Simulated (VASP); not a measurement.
Set up this calculation in VASP 6.6.1, as the native input.

| Property | Result |
| --- | --- |
| Task | single point |
| Functional | PBE |
| Potentials or basis | VASP PAW PBE potentials, release 64 (Na_pv, Cl) |
| Cutoff | 520 eV |
| k mesh | 4 × 4 × 4 |
| Occupations | gaussian, width 0.1 eV |
| Spin | no spin polarisation |
| Dipole correction | no |
| Further INCAR settings | ALGO = Normal; EDIFF = 1e-06; NBANDS = 14 |

The structure of NaCl lies in POSCAR:

```
NaCl
1.0
    3.8181210800      0.0000000000      0.0000000000
    0.0000000000      3.8181210800      0.0000000000
    0.0000000000      0.0000000000      5.8593090900
Na Cl
1 1
Direct
    0.5000000000      0.5000000000      0.5000000000
    0.0000000000      0.0000000000      0.5000000000
```

The cell was generated, and may not be a known phase.

The input as run:

INCAR

```
SYSTEM = NaCl
PREC = Accurate ; ENCUT = 520
EDIFF = 1E-6 ; ISMEAR = 0
SIGMA = 0.1 ; LREAL = .FALSE.
LASPH = .TRUE. ; NELM = 60
ALGO = Normal ; ISIF = 2
LWAVE = .FALSE. ; LCHARG = .FALSE.
GGA = PE ; NBANDS = 14
```

KPOINTS

```
regular mesh
0
G
  4 4 4
  0 0 0
```

Potentials or basis: VASP PAW PBE potentials, release 64 (Na_pv, Cl).

Launch:

```sh
$ cat potpaw_PBE.64/Na_pv/POTCAR potpaw_PBE.64/Cl/POTCAR > POTCAR
$ mpirun -np 1 vasp_std > vasp.out
```

It gave:

- Pressure: 0.3 GPa
- Band gap on the k mesh: 4.56 eV (least direct gap 4.62 eV)

Run time: 25 s on 1 thread of Intel Xeon 8259CL (shared host), peak memory 0.18 GiB.
